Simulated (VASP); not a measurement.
A run of VASP 6.6.1 is set up as follows.

INCAR

```
PREC = Accurate
ENCUT = 520
EDIFF = 1E-6
ISMEAR = -1
SIGMA = 0.08
LREAL = False
LASPH = True
NELM = 150
ALGO = Normal
ISIF = 2
LWAVE = False
LCHARG = False
ISPIN = 2
MAGMOM = 7 7
LORBIT = 11
LMAXMIX = 6
GGA = PE
NBANDS = 29
```

The input KPOINTS:

```
Automatic mesh
0
Gamma
  16 16 9
```

File POSCAR:

```
Gd
1.0
    2.6903591256      0.0000000000      0.0000000000
   -1.3451795628      2.3299193481      0.0000000000
    0.0000000000      0.0000000000      4.5928397096
Gd
2
Direct
    0.3333333333      0.6666666667      0.2500000000
    0.6666666667      0.3333333333      0.7500000000
```

Potentials or basis: VASP PAW PBE potentials, release 64 (Gd).

Run with:

```sh
$ cat potpaw_PBE.64/Gd/POTCAR > POTCAR
$ mpirun -np 1 vasp_std > vasp.out
```

Question: Estimate the site moments.

Answer: Gd +6.49 μB.

Question: Estimate the pressure.

Answer: 102.1 GPa.

Stress tensor (GPa, compression positive):
```
102.30   0.00   0.00
  0.00 102.30   0.00
  0.00   0.00 101.76
```

Caveat: the cell stands under pressure. The state reached can hang on the start; a lower one may exist.
